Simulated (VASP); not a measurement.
Runs of VASP 6.6.1 on As. The structure is that of space group Im-3m (No. 229), or close to it. The cells are those of the table. 

```csv
task,cell,k mesh,cutoff (eV),gap on the mesh (eV),pressure (GPa)
single point,"a = 2.871 Å, angles 70.5, 109.5, 70.5°, 1 atom",17 × 17 × 17,520,none,0.2
single point,"a = 2.867 Å, angles 70.5, 109.5, 70.5°, 1 atom",18 × 18 × 18,520,none,0.2
single point,"a = 2.877 Å, angles 70.5, 109.5, 70.5°, 1 atom",18 × 18 × 18,520,none,-0.7
relaxation of cell and atoms,"relaxed from a = 3.040 Å, angles 70.5, 109.5, 70.5°, 1 atom",17 × 17 × 17,600,none,0.2
single point,"a = 2.858 Å, angles 70.5, 109.5, 70.5°, 1 atom",18 × 18 × 18,520,none,(a)
relaxation of cell and atoms,"relaxed from a = 2.871 Å, angles 70.5, 109.5, 70.5°, 1 atom",18 × 18 × 18,600,none,-0.1
```

Alike in all rows: level PBEsol; potentials or basis VASP PAW PBE potentials, release 64 (As); no spin polarisation; smearing methfessel-paxton 0.1 eV.

Problem. Estimate the missing entries.

Solution. (a) 1.3.

Caveats: the PAW data sets were made with another functional, which shifts forces and pressure a little; the relaxation stopped at its first step, so nothing moved (some runs).

A k mesh can miss the band edges, and the runs leave out spin-orbit coupling on As.

A gap of «none» marks levels without a gap at the run's occupations.
